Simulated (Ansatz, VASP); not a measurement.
**PdI in VASP and in Ansatz**

```
Pd I
1.0
     3.57850    0.00000    0.00000
     0.00000    3.57850    0.00000
     0.00000    0.00000    3.57850
Pd I
1 1
Direct
  0.00000 0.00000 0.00000
  0.50000 0.50000 0.50000
```

Alike in both runs: functional PBE; k mesh 12 × 12 × 12; occupations fermi-dirac, width 0.05 eV; no spin polarisation.

Ansatz relaxed the structure, and its values are those at the end. VASP's run is a single point on that final structure, the one shown.

```csv
,VASP,Ansatz
version,VASP 6.6.1,Ansatz 0.2.0
potentials or method,"VASP PAW PBE potentials, release 64 (Pd, I)","PAW with Ansatz's default frozen-core files, scalar-relativistic"
plane-wave cutoff (eV),520,420
valence electrons in the cell,17,35
```

Ansatz gave:

| Property | Result |
| --- | --- |
| pressure (GPa) | 0.0 |

Problem. Which values does VASP return?

Solution. Pressure (GPa): -0.1.

With one functional, cell and mesh, what is left measures potentials, basis and numerics. VASP's potentials hold 17 valence electrons a cell and Ansatz's 35, so a difference there can come from the potentials and not from the codes.

Spin-orbit coupling is off throughout.
